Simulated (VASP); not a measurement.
## SbO4: relaxation of cell and atoms with PBE

The system is SbO4.

```
CELL_PARAMETERS angstrom
3.15919 0.00000 0.00000
-1.57959 2.73594 0.00000
0.00000 0.00000 10.02738
ATOMIC_POSITIONS crystal
Sb 0.00000 0.00000 0.50000
O 0.00000 0.00000 0.31594
O 0.00000 0.00000 0.68406
O 0.33333 0.66667 0.00000
O 0.66667 0.33333 0.00000
```

The cell was built from a structure type or drawn by symmetry, and may not be a known phase.

| Item | Value |
| --- | --- |
| Program | VASP 6.6.1 |
| Task | relaxation of cell and atoms |
| Functional | PBE |
| Potentials or basis | VASP PAW PBE potentials, release 64 (Sb, O) |
| Cutoff | 600 eV |
| k mesh | 12 × 12 × 4 |
| Occupations | gaussian, width 0.1 eV |
| Spin | no spin polarisation |
| Dipole correction | no |
| Further INCAR settings | ALGO = Normal; EDIFF = 1e-07; IBRION = 2; EDIFFG = -0.01; NSW = 100; ISIF = 3 |

```yaml
Relaxed_volume: 16.59 Å³/atom
Relaxed_cell: a = 3.155 Å, b = 3.155 Å, c = 9.623 Å, α = 90.00°, β = 90.00°, γ = 120.00°
Space_group_after_relaxing_to_0.1_Å: P6/mmm (No. 191)
Energy_gained_by_relaxing: 1.5 meV/atom
Ionic_steps: 23
Pressure_after_relaxing: 0.0 GPa
Band_gap_on_the_k_mesh: zero (an odd number of electrons rules out a gap without spin polarisation)
```

Step by step:
```csv
step,energy change (eV),largest force (eV/Å),pressure (GPa),volume (Å³)
1,0.0000,0.3884,0.68,86.67
2,0.0226,0.8207,-2.12,87.59
3,-0.0043,0.0145,-0.16,86.92
4,-0.0043,0.0216,-0.14,86.92
5,-0.0044,0.0232,-0.07,86.75
6,-0.0045,0.0252,0.03,86.54
7,-0.0046,0.0055,-0.02,86.49
8,-0.0047,0.0519,-0.15,86.33
9,-0.0047,0.0520,-0.15,86.32
10,-0.0047,0.0512,-0.15,86.30
11,-0.0048,0.0500,-0.14,86.25
12,-0.0050,0.0475,-0.14,86.15
13,-0.0053,0.0416,-0.13,85.94
14,-0.0058,0.0293,-0.10,85.54
15,-0.0067,0.0013,-0.03,84.72
16,-0.0073,0.0824,0.17,83.09
17,-0.0075,0.0465,0.09,82.85
18,-0.0075,0.0184,0.03,82.67
19,-0.0075,0.0202,0.03,82.68
20,-0.0075,0.0235,0.04,82.70
21,-0.0075,0.0216,0.03,82.69
22,-0.0075,0.0157,0.02,82.75
23,-0.0076,0.0014,-0.01,82.94
```

Final structure:
```yaml
crystal:
  lattice:
    - [3.15471, 0.00000, 0.00000]
    - [-1.57735, 2.73206, 0.00000]
    - [0.00000, 0.00000, 9.62301]
  atoms:
    - { symbol: Sb, position: [0.00000, 0.00000, 0.50000] }
    - { symbol: O, position: [0.00000, 0.00000, 0.30694] }
    - { symbol: O, position: [0.00000, 0.00000, 0.69306] }
    - { symbol: O, position: [0.33333, 0.66667, 0.00000] }
    - { symbol: O, position: [0.66667, 0.33333, 0.00000] }
```

Levels at points of the mesh, in eV from the Fermi level:
```tsv
k point	band 11	band 12	band 13	band 14	band 15	band 16	band 17	band 18
(0.00, 0.00, 0.00)	-0.68	-0.43	-0.19	-0.19	0.50	0.54	0.54	4.91
(0.50, 0.00, 0.00)	-1.99	-1.29	-1.14	-0.54	-0.30	0.96	1.10	2.40
(0.00, 0.00, 0.50)	-0.68	-0.33	-0.19	-0.19	0.50	0.54	0.54	4.82
(0.50, 0.00, 0.50)	-2.07	-1.29	-1.16	-0.54	-0.27	0.96	1.11	2.40
```

Run time: 14 min on 1 thread of Intel(R) Xeon(R) 6975P-C (Granite Rapids) (shared host), peak memory 0.31 GiB.

Caveat: spin-orbit coupling is left out, which moves the levels of the heavy elements; an odd number of electrons without spin polarisation forces a metal; a magnetic or distorted state may lie lower.
